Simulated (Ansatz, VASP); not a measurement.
# AsSe2: VASP beside Ansatz

```xyz
3
Lattice="3.8370 0.0000 0.0000 0.0000 3.8370 0.0000 0.0000 0.0000 5.4059" Properties=species:S:1:pos:R:3 pbc="T T T"
As    0.0000    0.0000    0.0000
Se    0.0000    1.9185    1.6234
Se    1.9185    0.0000    3.7825
```

Change from the starting cell: species swapped into the Ta2H type (C222, No. 21).

Alike in both runs: functional PBE; k mesh 12 × 12 × 8; occupations gaussian, width 0.1 eV; no spin polarisation.

Ansatz relaxed the structure, and its values are those at the end. VASP's run is a single point on that final structure, the one shown.

|  | VASP | Ansatz |
| --- | --- | --- |
| version | VASP 6.6.1 | Ansatz 0.2.0 |
| potentials or method | VASP PAW PBE potentials, release 64 (As, Se), cutoff 520 eV | scalar-relativistic, plane waves, PAW |
| valence electrons in the cell | 17 | 47 |

|  | VASP | Ansatz | Ansatz less VASP |
| --- | --- | --- | --- |
| gap on the k mesh at the Fermi level (eV) | none | none | - |
| pressure (GPa) | 0.1 | 0.0 | -0.10 |
| rms of the force components (eV/Å) | 0.009 | 0.001 | -0.0074 |

A gap of «none» marks a metal or a gap that the smearing closes. The functional is the same, so the differences come from potentials, cutoffs and numerics. VASP's potentials hold 17 valence electrons a cell and Ansatz's 47, so a difference there can come from the potentials and not from the codes.
